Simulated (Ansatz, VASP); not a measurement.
**RbBr: VASP beside Ansatz**

INCAR

```
SYSTEM = RbBr
ALGO     = Normal         ! electronic algorithm
EDIFF    = 1E-7           ! SCF threshold, eV
ENCUT    = 520            ! plane-wave cutoff, eV
ISIF     = 2              ! what is computed and relaxed
ISMEAR   = -1             ! smearing method
LASPH    = .True.         ! aspherical terms in the spheres
LCHARG   = .True.         ! write CHGCAR
LELF     = .True.         ! ELF
LREAL    = .False.        ! projectors in reciprocal space
LVHAR    = .True.       
LWAVE    = .False.        ! write WAVECAR
NBANDS   = 15             ! bands
NELM     = 80             ! most SCF steps
PREC     = Accurate       ! precision mode
SIGMA    = 0.05           ! smearing width, eV
```

File KPOINTS:

```
k-points
0
Gamma
  7 7 7
  0 0 0
```

Contents of POSCAR:

```
RbBr
1.0
    0.0000000000      3.4496960257      3.4496960257
    3.4496960257      0.0000000000      3.4496960257
    3.4496960257      3.4496960257      0.0000000000
Rb Br
1 1
Direct
    0.0000000000      0.0000000000      0.0000000000
    0.5000000000      0.5000000000      0.5000000000
```

Contents of input.yaml:

```yaml
crystal:
  lattice:
    - [0.0, 3.4496960257, 3.4496960257]
    - [3.4496960257, 0.0, 3.4496960257]
    - [3.4496960257, 3.4496960257, 0.0]
  atoms:
    - { symbol: Rb, position: [0.0, 0.0, 0.0] }
    - { symbol: Br, position: [0.5, 0.5, 0.5] }
kpoints:
  mp_grid: { grid: [7, 7, 7] }
scf:
  occupations: { method: fermi_dirac, width: 0.05 }
hamiltonian:
  xc: lda
  pseudopotentials: { kind: all_electron, lapw: { basis_error: 0.001 } }
output:
  forces: true
  stress: true
  eigenvalues: true
```

Change from the starting cell: volume scaled by 1.02.

Alike in both runs: task single point; functional LDA; k mesh 7 × 7 × 7; occupations fermi-dirac, width 0.05 eV; no spin polarisation.

|  | VASP | Ansatz |
| --- | --- | --- |
| version | VASP 6.6.1 | Ansatz 0.2.0 |
| potentials or method | VASP PAW LDA potentials, release 64 (Rb_sv, Br), cutoff 520 eV | all-electron LAPW, scalar-relativistic |

|  | VASP | Ansatz | Ansatz less VASP |
| --- | --- | --- | --- |
| gap on the k mesh at the Fermi level (eV) | 3.91 | 3.90 | -0.009 |
| least direct gap on the mesh (eV) | 3.91 | 3.90 | -0.009 |
| pressure (GPa) | -1.4 | -1.4 | -0.04 |

LDA's correlation is that of Perdew and Zunger in VASP and of Perdew and Wang (1992) in Ansatz. Ansatz ran all-electron here, and VASP with PAW potentials.
